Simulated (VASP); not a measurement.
Ni: single point with PBEsol

Crystal: Ni.

```
CELL_PARAMETERS angstrom
-0.00288 -1.82142 -1.72426
0.06465 1.60453 -1.50737
3.73187 0.06753 -0.06177
ATOMIC_POSITIONS crystal
Ni 0.49899 0.50153 0.50156
Ni 0.00101 0.99847 0.99844
```

```yaml
Program: VASP 6.6.1
Task: single point
Functional: PBEsol
Potentials_or_basis: VASP PAW PBE potentials, release 64 (Ni)
Cutoff: 520 eV
k_mesh: 14 × 14 × 10
Occupations: gaussian, width 0.15 eV
Spin: collinear spin, ferromagnetic start
Starting_moments: "[0.73, 0.73] μB"
```

```yaml
Pressure: 8.6 GPa
Largest_force: 0.089 eV/Å
Net_moment: 1.18 μB per cell
Site_moments: Ni +0.59 μB
Valence_electrons_inside_the_program's_atomic_spheres: Ni 9.45
```

Forces in eV/Å, atoms in the order of the input:
```
Ni  -0.087 -0.017 -0.008
Ni   0.087  0.017  0.008
```

Stress tensor (GPa, compression positive):
```
 -7.97  -2.18   4.03
 -2.18  16.32 -28.47
  4.03 -28.47  17.49
```

Levels at points of the mesh, in eV from the Fermi level:
Spin up:
| k point | band 9 | band 10 | band 11 | band 12 | band 13 | band 14 |
| --- | --- | --- | --- | --- | --- | --- |
| (0.00, 0.00, 0.00) | -0.46 | -0.37 | -0.29 | 0.76 | 7.75 | 14.03 |
| (0.50, 0.00, 0.00) | -0.99 | -0.96 | 0.83 | 0.85 | 10.07 | 10.11 |
| (0.00, 0.50, 0.00) | -1.30 | -1.28 | 2.30 | 2.33 | 11.25 | 11.43 |
| (0.50, 0.50, 0.00) | 0.01 | 0.03 | 2.83 | 4.41 | 10.15 | 11.81 |
| (0.00, 0.00, 0.50) | -1.09 | -1.05 | -0.61 | -0.59 | 17.61 | 17.76 |
| (0.50, 0.00, 0.50) | -0.62 | -0.54 | -0.47 | -0.42 | 5.20 | 5.21 |
| (0.00, 0.50, 0.50) | -0.33 | -0.16 | 0.07 | 0.95 | 6.82 | 7.92 |
| (0.50, 0.50, 0.50) | -0.06 | -0.05 | 7.45 | 7.55 | 9.08 | 9.16 |
Spin down:
| k point | band 8 | band 9 | band 10 | band 11 | band 12 | band 13 |
| --- | --- | --- | --- | --- | --- | --- |
| (0.00, 0.00, 0.00) | -0.18 | 0.20 | 0.33 | 0.49 | 0.75 | 8.05 |
| (0.50, 0.00, 0.00) | -0.51 | -0.25 | -0.23 | 1.35 | 1.36 | 10.29 |
| (0.00, 0.50, 0.00) | -1.59 | -0.60 | -0.58 | 2.78 | 2.81 | 11.45 |
| (0.50, 0.50, 0.00) | 0.20 | 0.78 | 0.80 | 2.84 | 4.43 | 10.42 |
| (0.00, 0.00, 0.50) | -0.96 | -0.36 | -0.32 | 0.01 | 0.03 | 17.70 |
| (0.50, 0.00, 0.50) | -0.88 | 0.02 | 0.12 | 0.25 | 0.29 | 5.62 |
| (0.00, 0.50, 0.50) | 0.03 | 0.05 | 0.37 | 0.59 | 0.94 | 7.21 |
| (0.50, 0.50, 0.50) | -0.78 | 0.71 | 0.72 | 7.62 | 7.73 | 9.25 |

Run time: 14 min on 1 thread of Oxide Virtual Turin-like Processor, with other jobs on the host, peak memory 0.58 GiB.

Caveat: the stress differs along the axes, from -8 to 17 GPa; the PAW data sets were made with another functional, which shifts forces and pressure a little.
